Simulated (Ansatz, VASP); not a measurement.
Two plane-wave programs on TiAl

Contents of INCAR:

```
SYSTEM = TiAl
PREC = Accurate
ENCUT = 500
EDIFF = 1E-6
ISMEAR = 0
SIGMA = 0.15
LREAL = .FALSE.
LASPH = .TRUE.
NELM = 120
ALGO = Normal
ISIF = 2
LWAVE = .FALSE.
LCHARG = .FALSE.
GGA = PS
NBANDS = 14
GGA_COMPAT = .FALSE.
```

KPOINTS

```
regular mesh
0
G
  24 24 14
  0 0 0
```

Contents of POSCAR:

```
TiAl
1.0
    2.8478212843      0.0000000000      0.0000000000
   -1.4239106421      2.4662855776      0.0000000000
    0.0000000000      0.0000000000      4.6199447408
Ti Al
1 1
Direct
    0.0000000000      0.0000000000      0.0000000000
    0.3333333333      0.6666666667      0.5000000000
```

Input for Ansatz:

```yaml
crystal:
  lattice:
    - [2.8478212843, 0.0, 0.0]
    - [-1.4239106421, 2.4662855776, 0.0]
    - [0.0, 0.0, 4.6199447408]
  atoms:
    - { symbol: Ti, position: [0.0, 0.0, 0.0] }
    - { symbol: Al, position: [0.3333333333, 0.6666666667, 0.5] }
basis:
  ecutwfc: 420
kpoints:
  mp_grid: { grid: [24, 24, 14] }
hamiltonian:
  xc: pbesol
scf:
  occupations: { method: gaussian, width: 0.15 }
output:
  forces: true
  stress: true
  eigenvalues: true
```

Alike in both runs: task single point; functional PBEsol; k mesh 24 × 24 × 14; occupations gaussian, width 0.15 eV; no spin polarisation.

|  | VASP | Ansatz |
| --- | --- | --- |
| version | VASP 6.6.1 | Ansatz 0.2.0 |
| potentials or method | VASP PAW PBE potentials, release 64 (Ti_sv, Al), cutoff 500 eV | scalar-relativistic, plane waves, PAW |
| valence electrons in the cell | 15 | 15 |

```csv
,VASP,Ansatz,Ansatz less VASP
gap on the k mesh at the Fermi level (eV),none,none,-
pressure (GPa),0.0,0.0,-0.01
"traceless stress, the component that is largest in VASP (GPa)",-0.08,-0.15,-0.071
```

VASP's potentials were made for PBE, not for PBEsol. A gap of «none» marks a metal or a gap that the smearing closes. The functional is the same, so the differences come from potentials, cutoffs and numerics.
